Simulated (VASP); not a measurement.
# Si (a cell with a defect) in VASP: further runs, part 2 of 2

VASP 6.6.1. The steps go on from the part before.

**4. Relaxation of the atoms, LDA**

The input, INCAR:

```
SYSTEM = Si
PREC     = Accurate       ! precision mode
ENCUT    = 520            ! plane-wave cutoff, eV
EDIFF    = 1E-7           ! SCF threshold, eV
ISMEAR   = 0              ! smearing method
SIGMA    = 0.05           ! smearing width, eV
LREAL    = Auto         
LASPH    = .True.         ! aspherical terms in the spheres
NELM     = 60             ! most SCF steps
ALGO     = Normal         ! electronic algorithm
ISIF     = 2              ! what is computed and relaxed
LWAVE    = .False.        ! write WAVECAR
LCHARG   = .False.        ! write CHGCAR
IBRION   = 2              ! ionic algorithm
NSW      = 80             ! ionic steps
EDIFFG   = -0.03          ! ionic threshold
```

The input, KPOINTS:

```
regular mesh
0
Gamma
  2 2 2
  0 0 0
```

The input, POSCAR:

```
Si
1.0
    0.0000000000      5.4300000000      5.4300000000
    5.4300000000      0.0000000000      5.4300000000
    5.4300000000      5.4300000000      0.0000000000
Si
17
Direct
    0.0000000000      0.0000000000      0.0000000000
    0.1250000000      0.1250000000      0.1250000000
    0.0000000000      0.0000000000      0.5000000000
    0.1250000000      0.1250000000      0.6250000000
    0.0000000000      0.5000000000      0.0000000000
    0.1250000000      0.6250000000      0.1250000000
    0.0000000000      0.5000000000      0.5000000000
    0.1250000000      0.6250000000      0.6250000000
    0.5000000000      0.0000000000      0.0000000000
    0.6250000000      0.1250000000      0.1250000000
    0.5000000000      0.0000000000      0.5000000000
    0.6250000000      0.1250000000      0.6250000000
    0.5000000000      0.5000000000      0.0000000000
    0.6250000000      0.6250000000      0.1250000000
    0.5000000000      0.5000000000      0.5000000000
    0.6250000000      0.6250000000      0.6250000000
    0.8814615000      0.8733418000      0.8697038000
```

Potentials or basis: VASP PAW LDA potentials, release 64 (Si).

Run with:

```
cat potpaw_LDA.64/Si/POTCAR > POTCAR
mpirun -np 1 vasp_std > vasp.out
```

OUTCAR:

```text
SYSTEM = Si
   PREC = Accurate
   ENCUT = 520
   EDIFF = 1E-7
   ISMEAR = 0
   LREAL = Auto
   LASPH = .True.
   NELM = 60
   ISIF = 2
   IBRION = 2
   NSW = 80
   EDIFFG = -0.03

 ion  position               nearest neighbor table
   1  0.000  0.000  0.000-   2 2.35   4 2.35   6 2.35  10 2.35  17 2.35
   2  0.125  0.125  0.125-   1 2.35   3 2.35   5 2.35   9 2.35
   3  0.000  0.000  0.500-  17 2.32   4 2.35   8 2.35  12 2.35   2 2.35
   4  0.125  0.125  0.625-   1 2.35   3 2.35   7 2.35  11 2.35  17 2.69
   5  0.000  0.500  0.000-  17 2.34   6 2.35   8 2.35  14 2.35   2 2.35
   6  0.125  0.625  0.125-   1 2.35   5 2.35   7 2.35  13 2.35  17 2.71
   7  0.000  0.500  0.500-   4 2.35   6 2.35   8 2.35  16 2.35
   8  0.125  0.625  0.625-   3 2.35   5 2.35   7 2.35  15 2.35  17 2.68
   9  0.500  0.000  0.000-   2 2.35  10 2.35  12 2.35  14 2.35  17 2.39
  10  0.625  0.125  0.125-   1 2.35   9 2.35  11 2.35  13 2.35  17 2.75
  11  0.500  0.000  0.500-   4 2.35  10 2.35  12 2.35  16 2.35
[... 214 lines left out ...]
  Total        4.4066782      4.3937684      4.3999892      0.3122597     -0.4529894      0.0623585
  in kB       22.0491796     21.9845842     22.0157108      1.5624172     -2.2665702      0.3120158
  external PRESSURE =      22.0164915 kB  Pullay stress =       0.0000000 kB
[... 293 lines left out ...]
--------------------------------------- Ionic step        7  -------------------------------------------

 number of electron      68.0000001 magnetization

 Free energy of the ion-electron system (eV)
  ---------------------------------------------------
  ext. energy  EPLUGINS =         0.00000000
  ---------------------------------------------------
  free energy    TOTEN  =       -97.55804037 eV

  energy without entropy =      -97.54701658  energy(sigma->0) =      -97.55252848

 E-fermi :   6.7896     XC(G=0):  -9.8492

 val. band max:        6.5737867234   @ k =   0.0000   0.0000   0.0000
 cond. band min:       6.8079405036   @ k =   0.5000   0.0000   0.5000
 fundamental gap:      0.2341537801
 Fermi energy:         6.7895586492

 k-point     1 :       0.0000    0.0000    0.0000
  band No.  band energies     occupation
      1      -6.3625      2.00000
      2      -3.8212      2.00000
      3      -3.6713      2.00000
      4      -3.6704      2.00000
      5      -3.6688      2.00000
      6      -2.8420      2.00000
[... 401 lines left out ...]
  FREE ENERGIE OF THE ION-ELECTRON SYSTEM (eV)
  ---------------------------------------------------
  free  energy   TOTEN  =       -97.5580403656 eV

  energy  without entropy=      -97.5470165847  energy(sigma->0) =      -97.55252848

 reached required accuracy - stopping structural energy minimisation
```

OSZICAR:

```text
N       E                     dE             d eps       ncg     rms          rms(c)
DAV:   1     0.180557298990E+03    0.18056E+03   -0.26785E+04   688   0.131E+03
DAV:   2    -0.818360792798E+02   -0.26239E+03   -0.25263E+03   830   0.189E+02
DAV:   3    -0.992710675431E+02   -0.17435E+02   -0.17122E+02   864   0.434E+01
[... 56 lines left out ...]
DAV:   1    -0.975580368116E+02   -0.19322E-04   -0.88351E-04   712   0.117E-01    0.177E-02
DAV:   2    -0.975580411732E+02   -0.43616E-05   -0.63193E-05   824   0.313E-02    0.553E-03
DAV:   3    -0.975580404989E+02    0.67431E-06   -0.24408E-06   784   0.664E-03    0.317E-03
DAV:   4    -0.975580403676E+02    0.13128E-06   -0.71859E-07   784   0.290E-03    0.113E-03
DAV:   5    -0.975580403656E+02    0.20491E-08   -0.58100E-08   404   0.103E-03
   7 F= -.97558040E+02 E0= -.97552528E+02  d E =-.555085E-03
```

CONTCAR:

```text
Si
   1.00000000000000
     0.0000000000000000    5.4299999999999997    5.4299999999999997
     5.4299999999999997    0.0000000000000000    5.4299999999999997
     5.4299999999999997    5.4299999999999997    0.0000000000000000
  Si
    17
Direct
     0.0018292278693944    0.0019138344429624    0.0019540441534396
     0.1265119127005691    0.1246102286770243    0.1237726096178863
     0.0022657746305496    0.0024261503803821    0.4929209921453498
     0.1282046747295954    0.1281373778420761    0.6217499292431913
     0.0019944929200310    0.4937936652437245    0.0021373786833611
     0.1281792869767692    0.6218419300294723    0.1280800582177227
[... 9 lines left out ...]
     0.6249373199459322    0.6250172458691869    0.6250473865032249
     0.8772326309857940    0.8744087110749491    0.8732220798690054

  0.00000000E+00  0.00000000E+00  0.00000000E+00
  0.00000000E+00  0.00000000E+00  0.00000000E+00
  0.00000000E+00  0.00000000E+00  0.00000000E+00
  0.00000000E+00  0.00000000E+00  0.00000000E+00
  0.00000000E+00  0.00000000E+00  0.00000000E+00
  0.00000000E+00  0.00000000E+00  0.00000000E+00
[... 9 lines left out ...]
  0.00000000E+00  0.00000000E+00  0.00000000E+00
  0.00000000E+00  0.00000000E+00  0.00000000E+00
```

Run time: 19 min. Hardware: 1 thread of Oxide Virtual Turin-like, shared host; peak memory 0.35 GiB.

What came out:

* Free energy: -97.5580 eV
* Energy gained by relaxing: 6.6 meV/atom
* Ionic steps: 7
* Pressure after relaxing: 1.7 GPa
* Largest force after relaxing: 0.023 eV/Å
* Band gap on the k mesh: zero (bands 34 and 35 overlap by 0.24 eV)

Forces on the atoms (eV/Å):
```
Si  -0.002  0.006  0.010
Si   0.002 -0.002 -0.002
Si  -0.002  0.007  0.000
Si  -0.003 -0.007 -0.008
Si  -0.010  0.004  0.003
Si   0.001 -0.007 -0.005
Si  -0.004  0.006  0.005
Si   0.008 -0.004  0.002
Si   0.007 -0.011 -0.008
Si  -0.006  0.006  0.004
Si   0.003 -0.002 -0.002
Si  -0.009  0.005  0.010
Si   0.000 -0.003  0.001
Si  -0.005  0.009  0.006
Si   0.001 -0.004 -0.004
Si   0.002  0.000 -0.001
Si   0.018 -0.004 -0.012
```

The path:
```tsv
step	energy change (eV)	largest force (eV/Å)	pressure (GPa)
1	0.0000	0.9617	2.20
2	-0.1066	0.1383	1.78
3	-0.1083	0.1571	1.73
4	-0.1110	0.0612	1.74
5	-0.1112	0.0734	1.74
6	-0.1117	0.0321	1.75
7	-0.1117	0.0227	1.75
```

Final structure:
```cif
data_structure
_symmetry_space_group_name_H-M 'P 1'
_symmetry_Int_Tables_number 1
_cell_length_a 7.6792
_cell_length_b 7.6792
_cell_length_c 7.6792
_cell_angle_alpha 60.000
_cell_angle_beta 60.000
_cell_angle_gamma 60.000
_cell_volume 320.21
loop_
_atom_site_label
_atom_site_type_symbol
_atom_site_fract_x
_atom_site_fract_y
_atom_site_fract_z
_atom_site_occupancy
Si1 Si 0.00183 0.00191 0.00195 1
Si2 Si 0.12651 0.12461 0.12377 1
Si3 Si 0.00227 0.00243 0.49292 1
Si4 Si 0.12820 0.12814 0.62175 1
Si5 Si 0.00199 0.49379 0.00214 1
Si6 Si 0.12818 0.62184 0.12808 1
Si7 Si 0.99836 0.50056 0.50048 1
Si8 Si 0.12822 0.62186 0.62175 1
Si9 Si 0.49573 0.00142 0.00143 1
Si10 Si 0.62205 0.12803 0.12800 1
Si11 Si 0.50062 0.99854 0.50036 1
Si12 Si 0.62205 0.12808 0.62177 1
Si13 Si 0.50057 0.50038 0.99862 1
Si14 Si 0.62205 0.62186 0.12802 1
Si15 Si 0.50066 0.50046 0.50039 1
Si16 Si 0.62494 0.62502 0.62505 1
Si17 Si 0.87723 0.87441 0.87322 1
```

Caveat: the k points lie up to 0.50 Å⁻¹ apart.
